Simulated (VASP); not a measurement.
# Pt (P6_3/mmc) in VASP: notebook, part 2 of 2

VASP 6.6.1.

## Step 4: Single point, revPBE (volume scaled by 1.04)

The input, INCAR:

```
ALGO = Normal ; EDIFF = 1E-6
ENCUT = 520 ; GGA = RE
ISIF = 2 ; ISMEAR = -1
LASPH = True ; LCHARG = False
LREAL = False ; LWAVE = False
NBANDS = 28 ; NELM = 100
PREC = Accurate ; SIGMA = 0.1
```

The input, KPOINTS:

```
k-points
0
Gamma
  15 15 4
```

The input, POSCAR:

```
Pt
1.0
    2.8389828599      0.0000000000      0.0000000000
   -1.4194914299      2.4586312776      0.0000000000
    0.0000000000      0.0000000000      9.4817479871
Pt
4
Direct
    1.0000000000      1.0000000000      0.0000000000
    1.0000000000      1.0000000000      0.5000000000
    0.3333333333      0.6666666667      0.2500000000
    0.6666666667      0.3333333333      0.7500000000
```

Potentials or basis: VASP PAW PBE potentials, release 64 (Pt).

Command:

```bash
$ cat potpaw_PBE.64/Pt/POTCAR > POTCAR
$ mpirun -np 1 vasp_std > vasp.out
```

OUTCAR:

```text
EDIFF = 1E-6
   ENCUT = 520
   GGA = RE
   ISIF = 2
   ISMEAR = -1
   LASPH = True
   LREAL = False
   NELM = 100
   PREC = Accurate

 ion  position               nearest neighbor table
   1  0.000  0.000  0.000-   3 2.88   4 2.88   3 2.88   4 2.88   4 2.88   3 2.88
   2  0.000  0.000  0.500-   3 2.88   4 2.88   3 2.88   4 2.88   4 2.88   3 2.88
   3  0.333  0.667  0.250-   1 2.88   2 2.88   1 2.88   2 2.88   1 2.88   2 2.88
   4  0.667  0.333  0.750-   1 2.88   2 2.88   1 2.88   2 2.88   1 2.88   2 2.88

  LATTYP: Found a hexagonal cell.
 ALAT       =     2.8389828599
 C/A-ratio  =     3.3398398141

  Lattice vectors:

 A1 = (   2.8389828599,   0.0000000000,   0.0000000000)
 A2 = (  -1.4194914299,   2.4586312776,   0.0000000000)
 A3 = (   0.0000000000,   0.0000000000,   9.4817479871)

Analysis of symmetry for initial positions (statically):
=====================================================================
 Subroutine PRICEL returns:
 Original cell was already a primitive cell.

 Routine SETGRP: Setting up the symmetry group for a
 hexagonal supercell.

 Subroutine GETGRP returns: Found 24 space group operations
[... 165 lines left out ...]
  ext. energy  EPLUGINS =         0.00000000
  ---------------------------------------------------
  free energy    TOTEN  =       -22.24560525 eV

  energy without entropy =      -21.99687261  energy(sigma->0) =      -22.12123893

 E-fermi :   9.6448     XC(G=0): -12.8915

 val. band max:        9.6391694673   @ k =   0.4667   0.0667   0.0000
 cond. band min:       9.6537106420   @ k =   0.4000   0.2000   0.5000
 fundamental gap:      0.0145411748
 Fermi energy:         9.6447547036

 k-point     1 :       0.0000    0.0000    0.0000
  band No.  band energies     occupation
      1       0.4419      2.00000
      2       2.2593      2.00000
      3       2.2634      2.00000
      4       3.1700      2.00000
      5       6.0375      2.00000
      6       6.0823      2.00000
[... 733 lines left out ...]
     27      17.1367      0.00000
     28      18.4855      0.00000

 [... further k-points ...]
[... 5 lines left out ...]
  --------------------------------------------------------------------------------------
  -------------------------------------------------------------------------------------
  Total       -3.6137385     -3.6137385     -3.3652376     -0.0000000      0.0000000      0.0000000
  in kB      -87.4828102    -87.4828102    -81.4670031     -0.0000000      0.0000000      0.0000000
  external PRESSURE =     -85.4775411 kB  Pullay stress =       0.0000000 kB

 VOLUME and BASIS-vectors are now :
 -----------------------------------------------------------------------------
  energy-cutoff  :      520.00
  volume of cell :       66.18
      direct lattice vectors                 reciprocal lattice vectors
     2.838982860  0.000000000  0.000000000     0.352238830  0.203365183  0.000000000
    -1.419491430  2.458631278  0.000000000     0.000000000  0.406730366  0.000000000
     0.000000000  0.000000000  9.481747987     0.000000000  0.000000000  0.105465786

 POSITION                                       TOTAL-FORCE (eV/Angst)
 -----------------------------------------------------------------------------------
      0.00000      0.00000      0.00000        -0.000000      0.000000      0.000000
      0.00000      0.00000      4.74087        -0.000000      0.000000      0.000000
     -0.00000      1.63909      2.37044        -0.000000     -0.000000      0.000000
      1.41949      0.81954      7.11131         0.000000      0.000000     -0.000000
 -----------------------------------------------------------------------------------
    total drift:                               -0.000000      0.000000      0.000000

  FREE ENERGIE OF THE ION-ELECTRON SYSTEM (eV)
  ---------------------------------------------------
  free  energy   TOTEN  =       -22.2456052466 eV

  energy  without entropy=      -21.9968726055  energy(sigma->0) =      -22.12123893
```

stdout:

```text
POSCAR found type information on POSCAR Pt
 POSCAR found :  1 types and       4 ions
 scaLAPACK will be used
 -----------------------------------------------------------------------------
|                                                                             |
|                                                                             |
|     You enforced a specific xc type in the INCAR file but a different       |
|     I HOPE YOU KNOW WHAT YOU ARE DOING!                                     |
|                                                                             |
 -----------------------------------------------------------------------------

 LDA part: xc-table for (Slater+PW92), standard interpolation
 POSCAR, INCAR and KPOINTS ok, starting setup
 FFT: planning ... GRIDC
 FFT: planning ... GRID_SOFT
 FFT: planning ... GRID
 WAVECAR not read
 entering main loop
```

Run time: 90 s. Hardware: 1 thread of AMD EPYC 9R45 (Zen 5), shared host; peak memory 0.23 GiB.

Results:

| Property | Result |
| --- | --- |
| Free energy | -22.2456 eV |
| Pressure | -8.5 GPa |
| Band gap on the k mesh | zero (band 20 reaches 9.95 eV, above the bottom of band 21 at 8.80 eV) |

Stress tensor (GPa, compression positive):
```
-8.75  0.00  0.00
 0.00 -8.75  0.00
 0.00  0.00 -8.15
```

Caveat: the PAW data sets were made with another functional, which shifts forces and pressure a little; spin-orbit coupling is left out, which moves the levels of the heavy elements.

## Step 5: Single point, revPBE (volume scaled by 1.08)

The input, INCAR:

```
PREC = Accurate
ENCUT = 520
EDIFF = 1E-7
ISMEAR = -1
SIGMA = 0.1
LREAL = F
LASPH = T
NELM = 80
ALGO = Normal
ISIF = 2
LWAVE = F
LCHARG = F
GGA = RE
NBANDS = 28
```

The input, KPOINTS:

```
regular mesh
0
Gamma
  15 15 4
```

The input, POSCAR:

```
Pt
1.0
    2.8749231671      0.0000000000      0.0000000000
   -1.4374615836      2.4897564967      0.0000000000
    0.0000000000      0.0000000000      9.6017828563
Pt
4
Direct
    1.0000000000      1.0000000000      0.0000000000
    1.0000000000      1.0000000000      0.5000000000
    0.3333333333      0.6666666667      0.2500000000
    0.6666666667      0.3333333333      0.7500000000
```

Potentials or basis: VASP PAW PBE potentials, release 64 (Pt).

Command:

```bash
$ cat potpaw_PBE.64/Pt/POTCAR > POTCAR
$ mpirun -np 1 vasp_std > vasp.out
```

OUTCAR:

```text
PREC = Accurate
   ENCUT = 520
   EDIFF = 1E-7
   ISMEAR = -1
   LREAL = F
   LASPH = T
   NELM = 80
   ISIF = 2
   GGA = RE

 ion  position               nearest neighbor table
   1  0.000  0.000  0.000-   3 2.92   4 2.92   4 2.92   3 2.92   4 2.92   3 2.92
   2  0.000  0.000  0.500-   3 2.92   4 2.92   4 2.92   3 2.92   4 2.92   3 2.92
   3  0.333  0.667  0.250-   1 2.92   2 2.92   1 2.92   2 2.92   1 2.92   2 2.92
   4  0.667  0.333  0.750-   1 2.92   2 2.92   1 2.92   2 2.92   1 2.92   2 2.92

  LATTYP: Found a hexagonal cell.
 ALAT       =     2.8749231671
 C/A-ratio  =     3.3398398142

  Lattice vectors:

 A1 = (   2.8749231671,   0.0000000000,   0.0000000000)
 A2 = (  -1.4374615836,   2.4897564967,   0.0000000000)
 A3 = (   0.0000000000,   0.0000000000,   9.6017828563)

Analysis of symmetry for initial positions (statically):
=====================================================================
 Subroutine PRICEL returns:
 Original cell was already a primitive cell.

 Routine SETGRP: Setting up the symmetry group for a
 hexagonal supercell.

 Subroutine GETGRP returns: Found 24 space group operations
 (whereof 12 operations were pure point group operations)
 out of a pool of 24 trial point group operations.

The static configuration has the point symmetry D_3d.
 The point group associated with its full space group is D_6h.

Analysis of symmetry for dynamics (positions and initial velocities):
=====================================================================
 Subroutine PRICEL returns:
 Original cell was already a primitive cell.

 Routine SETGRP: Setting up the symmetry group for a
 hexagonal supercell.

 Subroutine GETGRP returns: Found 24 space group operations
 (whereof 12 operations were pure point group operations)
 out of a pool of 24 trial point group operations.

The dynamic configuration has the point symmetry D_3d.
[... 116 lines left out ...]
   NUPDOWN=      -1.0000    fix difference up-down
   EMIN   =  10.00;   EMAX   =-10.00  energy-range for DOS
   EFERMI =   0.00;   METHOD = LEGACY
   ISMEAR =    -1;   SIGMA  =   0.10  broadening in eV -4-tet -1-fermi 0-gaus
   EFERMI_NEDOS =   21; number of points for ismear=-14 and -15
   IALGO  =     38    algorithm
   IMIX   =      4    mixing-type and parameters
     AMIX     =   0.40;   BMIX     =  1.00
     AMIX_MAG =   1.60;   BMIX_MAG =  1.00
  volume/ion in A,a.u.               =      17.18       115.95
  Fermi-wavevector in a.u.,A,eV,Ry     =   1.366836  2.582946 25.418967  1.868241
  Thomas-Fermi vector in A             =   2.492942
   LORBIT       =      0    0 simple, 1 ext, 2 COOP (PROOUT), +10 PAW based schemes
   GGA     = RE    functional components
   LHFCALC =     F    Hartree Fock is set to
   AEXX    =    0.0000 exact exchange contribution
   IVDW    =     0    specifies the selected vdW correction
   LEPSILON=     F    determine dielectric tensor
   LRPA    =     F    only Hartree local field effects (RPA)
 non-spin polarized calculation
  energy-cutoff  :      520.00
  volume of cell :       68.73
 maximum number of plane-waves:      1896
 NGX is ok and might be reduce to    24
   NGX = 11   NGY = 11   NGZ = 35

 number of electron      40.0000009 magnetization

 Free energy of the ion-electron system (eV)
  ---------------------------------------------------
  ext. energy  EPLUGINS =         0.00000000
  ---------------------------------------------------
  free energy    TOTEN  =       -22.06085780 eV

  energy without entropy =      -21.80013300  energy(sigma->0) =      -21.93049540

 E-fermi :   9.0045     XC(G=0): -12.6671

 val. band max:        8.9956433237   @ k =   0.4667   0.0667   0.0000
 cond. band min:       9.0093489388   @ k =   0.4000   0.2000   0.5000
 fundamental gap:      0.0137056150
 Fermi energy:         9.0045003195

 k-point     1 :       0.0000    0.0000    0.0000
  band No.  band energies     occupation
      1       0.1872      2.00000
      2       1.9526      2.00000
      3       1.9568      2.00000
      4       2.8745      2.00000
      5       5.6205      2.00000
      6       5.6633      2.00000
[... 733 lines left out ...]
     27      16.3414      0.00000
     28      17.6190      0.00000

 [... further k-points ...]
[... 5 lines left out ...]
  --------------------------------------------------------------------------------------
  -------------------------------------------------------------------------------------
  Total       -6.4189246     -6.4189246     -6.0641900      0.0000000      0.0000000      0.0000000
  in kB     -149.6366107   -149.6366107   -141.3671129      0.0000000      0.0000000      0.0000000
  external PRESSURE =    -146.8801114 kB  Pullay stress =       0.0000000 kB

 VOLUME and BASIS-vectors are now :
 -----------------------------------------------------------------------------
  energy-cutoff  :      520.00
  volume of cell :       68.73
      direct lattice vectors                 reciprocal lattice vectors
     2.874923167  0.000000000  0.000000000     0.347835383  0.200822852  0.000000000
    -1.437461584  2.489756497  0.000000000     0.000000000  0.401645704  0.000000000
     0.000000000  0.000000000  9.601782856     0.000000000  0.000000000  0.104147325

 POSITION                                       TOTAL-FORCE (eV/Angst)
 -----------------------------------------------------------------------------------
      0.00000      0.00000      0.00000        -0.000000      0.000000     -0.000000
      0.00000      0.00000      4.80089        -0.000000      0.000000     -0.000000
     -0.00000      1.65984      2.40045         0.000000      0.000000     -0.000000
      1.43746      0.82992      7.20134        -0.000000     -0.000000      0.000000
 -----------------------------------------------------------------------------------
    total drift:                               -0.000000      0.000000      0.000000

  FREE ENERGIE OF THE ION-ELECTRON SYSTEM (eV)
  ---------------------------------------------------
  free  energy   TOTEN  =       -22.0608577997 eV

  energy  without entropy=      -21.8001329981  energy(sigma->0) =      -21.93049540
```

stdout:

```text
POSCAR found type information on POSCAR Pt
 POSCAR found :  1 types and       4 ions
 scaLAPACK will be used
 -----------------------------------------------------------------------------
|                                                                             |
|                                                                             |
|     You enforced a specific xc type in the INCAR file but a different       |
|     I HOPE YOU KNOW WHAT YOU ARE DOING!                                     |
|                                                                             |
 -----------------------------------------------------------------------------

 LDA part: xc-table for (Slater+PW92), standard interpolation
 POSCAR, INCAR and KPOINTS ok, starting setup
 FFT: planning ... GRIDC
 FFT: planning ... GRID_SOFT
 FFT: planning ... GRID
 WAVECAR not read
 entering main loop
```

Wall time 100 s (1 thread of AMD EPYC 9R45 (Zen 5), shared host); peak memory 0.23 GiB.

Results:

* Free energy: -22.0609 eV
* Pressure: -14.7 GPa
* Band gap on the k mesh: zero (band 20 reaches 9.28 eV, above the bottom of band 21 at 8.21 eV)

Caveat: the PAW data sets were made with another functional, which shifts forces and pressure a little; spin-orbit coupling is left out, which moves the levels of the heavy elements.

## Step 6: The runs side by side

```tsv
cell	gap on the mesh (eV)	pressure (GPa)
a = 2.764, b = 2.764, c = 9.232 Å, angles 90.0, 90.0, 120.0°, 4 atoms	none	9.9
a = 2.802, b = 2.802, c = 9.359 Å, angles 90.0, 90.0, 120.0°, 4 atoms	none	-0.5
a = 2.839, b = 2.839, c = 9.482 Å, angles 90.0, 90.0, 120.0°, 4 atoms	none	-8.5
a = 2.875, b = 2.875, c = 9.602 Å, angles 90.0, 90.0, 120.0°, 4 atoms	none	-14.7
```

Alike in all rows: task single point; level revPBE; potentials or basis VASP PAW PBE potentials, release 64 (Pt); no spin polarisation; k mesh 15 × 15 × 4; cutoff (eV) 520; smearing fermi-dirac 0.1 eV.

Caveats: the PAW data sets were made with another functional, which shifts forces and pressure a little; spin-orbit coupling is left out, which moves the levels of the heavy elements.

Total energies depend on the potentials used, so only differences within one code and one set of settings carry meaning.
